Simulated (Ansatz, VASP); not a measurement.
## One calculation of Na, two programs

File INCAR:

```
PREC     = Accurate       # precision mode
ENCUT    = 520            # plane-wave cutoff, eV
EDIFF    = 1E-6           # SCF threshold, eV
ISMEAR   = 0              # smearing method
SIGMA    = 0.15           # smearing width, eV
LREAL    = False          # projectors in reciprocal space
LASPH    = True           # aspherical terms in the spheres
NELM     = 60             # most SCF steps
ALGO     = Fast           # electronic algorithm
ISIF     = 2              # what is computed and relaxed
LWAVE    = False          # write WAVECAR
LCHARG   = True           # write CHGCAR
GGA      = PE             # functional
LELF     = True           # ELF
LVHAR    = True         
NBANDS   = 10             # bands
```

File KPOINTS:

```
regular mesh
0
Gamma
  16 16 16
```

POSCAR

```
Na
1.0
   -2.0777968750      2.0777968750      2.1175000000
    2.0777968750     -2.0777968750      2.1175000000
    2.1572031250      2.1572031250     -2.1175000000
Na
1
Direct
    0.0000000000      0.0000000000      0.0000000000
```

Input for Ansatz:

```yaml
crystal:
  lattice:
    - [-2.077796875, 2.077796875, 2.1175]
    - [2.077796875, -2.077796875, 2.1175]
    - [2.157203125, 2.157203125, -2.1175]
  atoms:
    - { symbol: Na, position: [0.0, 0.0, 0.0] }
basis:
  ecutwfc: 420
kpoints:
  mp_grid: { grid: [16, 16, 16] }
hamiltonian:
  xc: pbe
scf:
  occupations: { method: gaussian, width: 0.15 }
output:
  forces: true
  stress: true
  eigenvalues: true
  write_density: true
  write_potential: true
  elf: true
  volumetric_format: npy
```

Change from the starting cell: strain +0.0375 x Voigt [0, 0, 0, 0, 0, 1], atoms carried along.

Alike in both runs: task single point; functional PBE; k mesh 16 × 16 × 16; occupations gaussian, width 0.15 eV; no spin polarisation.

```csv
,VASP,Ansatz
version,VASP 6.6.1,Ansatz 0.2.0
potentials or method,"VASP PAW PBE potentials, release 64 (Na_pv), cutoff 520 eV","scalar-relativistic, plane waves, PAW"
valence electrons in the cell,7,9
```

VASP gave:

| Quantity | Value |
| --- | --- |
| gap on the k mesh at the Fermi level (eV) | none |
| pressure (GPa) | -0.3 |
| traceless stress, the component that is largest in VASP (GPa) | -0.24 |

**Question.** Estimate Ansatz's values.

**Answer.** gap on the k mesh at the Fermi level (eV): none; pressure (GPa): -0.2; traceless stress, the component that is largest in VASP (GPa): -0.23.

A gap of «none» marks a metal or a gap that the smearing closes. VASP's potentials hold 7 valence electrons a cell and Ansatz's 9, so a difference there can come from the potentials and not from the codes.
